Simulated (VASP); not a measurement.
Crystal: PtSe.

```
CELL_PARAMETERS angstrom
0.00000 3.03745 3.03745
3.03745 0.00000 3.03745
3.03745 3.03745 0.00000
ATOMIC_POSITIONS crystal
Pt 0.00000 0.00000 0.00000
Se 0.25000 0.25000 0.25000
```

| Item | Value |
| --- | --- |
| Program | VASP 6.6.1 |
| Task | relaxation of cell and atoms |
| Functional | HSE06 |
| Potentials or basis | VASP PAW PBE potentials, release 64 (Pt, Se) |
| Cutoff | 600 eV |
| k mesh | 4 × 4 × 4 |
| Occupations | fermi-dirac, width 0.05 eV |
| Spin | no spin polarisation |

At the start: pressure -13.6 GPa; volume 28.02 Å³/atom.

Problem. How do energy, volume and symmetry change on relaxing?

Solution. Over 4 steps the energy falls by 318.2 meV/atom and the volume is 22.23 Å³/atom (-20.7 %); space group F-43m (No. 216, to 0.1 Å) before and after.

Step by step:
```csv
step,energy change (eV),largest force (eV/Å),pressure (GPa),volume (Å³)
1,0.0000,0.0000,-13.60,56.05
2,-0.3106,0.0000,21.39,38.88
3,-0.6361,0.0000,-0.49,44.67
4,-0.6365,0.0000,0.03,44.46
```

Final structure:
```cif
data_structure
_symmetry_space_group_name_H-M 'P 1'
_symmetry_Int_Tables_number 1
_cell_length_a 3.9764
_cell_length_b 3.9764
_cell_length_c 3.9764
_cell_angle_alpha 60.000
_cell_angle_beta 60.000
_cell_angle_gamma 60.000
_cell_volume 44.46
loop_
_atom_site_label
_atom_site_type_symbol
_atom_site_fract_x
_atom_site_fract_y
_atom_site_fract_z
_atom_site_occupancy
Pt1 Pt 0.00000 0.00000 0.00000 1
Se1 Se 0.25000 0.25000 0.25000 1
```

Caveat: the k points lie up to 0.48 Å⁻¹ apart in the final cell, too coarse for converged energies and pressures of a metal; the volume moved by over 15 % at a fixed basis, so the end points are rough; the PAW data sets were made with another functional, which shifts forces and pressure a little.
